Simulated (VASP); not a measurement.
The system is SiC.

```xyz
2
Lattice="0.0000 2.0139 2.0139 2.0139 0.0000 2.0139 2.0139 2.0139 0.0000" Properties=species:S:1:pos:R:3 pbc="T T T"
Si    0.0000    0.0000    0.0000
C     2.0139    2.0139    2.0139
```

Base run:

```yaml
Program: VASP 6.6.1
Functional: r2SCAN
Potentials_or_basis: VASP PAW PBE potentials, release 64 (Si, C)
Cutoff: 520 eV
k_mesh: 8 × 8 × 8
Occupations: fermi-dirac, width 0.02 eV
Spin: no spin polarisation
```

Its results: band gap on the k mesh zero (bands 4 and 5 overlap by 0.66 eV); pressure -0.3 GPa.

The run is repeated on the same cell with these changes: functional from r2SCAN to HSE06; k mesh from 8 × 8 × 8 to 6 × 6 × 6. What comes out?

Band gap on the k mesh zero (bands 4 and 5 overlap by 0.29 eV); pressure -3.2 GPa.

Several settings changed at once.

Caveats: some runs use coarse meshes; the PAW data sets were made with another functional, which shifts forces and pressure a little; semilocal functionals underestimate gaps, so a narrow gap can read as zero (at least some runs).
